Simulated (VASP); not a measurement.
BeS: single point with HSE06

The system is BeS.

```
CELL_PARAMETERS angstrom
3.44969 0.00000 0.00000
-1.72484 2.98752 0.00000
0.00000 0.00000 7.39172
ATOMIC_POSITIONS crystal
Be 0.33333 0.66667 0.25000
Be 0.66667 0.33333 0.75000
S 0.66667 0.33333 0.25000
S 0.33333 0.66667 0.75000
```

```json
{
 "Program": "VASP 6.6.1",
 "Task": "single point",
 "Functional": "HSE06",
 "Potentials or basis": "VASP PAW PBE potentials, release 64 (Be, S)",
 "Cutoff": "520 eV",
 "k mesh": "6 × 6 × 2",
 "Occupations": "fermi-dirac, width 0.02 eV",
 "Spin": "no spin polarisation"
}
```

```yaml
Pressure: -0.1 GPa
Band_gap_on_the_k_mesh: 5.25 eV (least direct gap 5.32 eV)
```

Stress tensor (GPa, compression positive):
```
-0.14  0.00  0.00
 0.00 -0.14  0.00
 0.00  0.00 -0.03
```

Levels at points of the mesh, in eV from the valence-band top:
| k point | band 4 | band 5 | band 6 | band 7 | band 8 | band 9 | band 10 | band 11 | band 12 | band 13 |
| --- | --- | --- | --- | --- | --- | --- | --- | --- | --- | --- |
| (0.00, 0.00, 0.00) | -1.02 | -0.71 | -0.71 | -0.58 | -0.58 | 5.86 | 7.68 | 7.68 | 7.78 | 7.96 |
| (0.50, 0.00, 0.00) | -4.93 | -2.28 | -2.08 | -1.04 | -0.08 | 5.25 | 6.34 | 6.59 | 6.71 | 10.36 |
| (0.00, 0.00, 0.50) | -2.41 | -0.65 | -0.65 | -0.65 | -0.65 | 7.52 | 7.52 | 7.81 | 7.81 | 7.81 |
| (0.50, 0.00, 0.50) | -5.03 | -2.18 | -2.18 | -0.46 | -0.46 | 5.33 | 5.33 | 6.61 | 6.61 | 11.97 |

Run time: 8.2 min on 1 thread of AMD EPYC 9R45 96-Core Processor (Zen 5) (shared host), peak memory 0.28 GiB.

Caveat: the k points lie up to 0.43 Å⁻¹ apart; the PAW data sets were made with another functional, which shifts forces and pressure a little. A k mesh can miss the band edges.
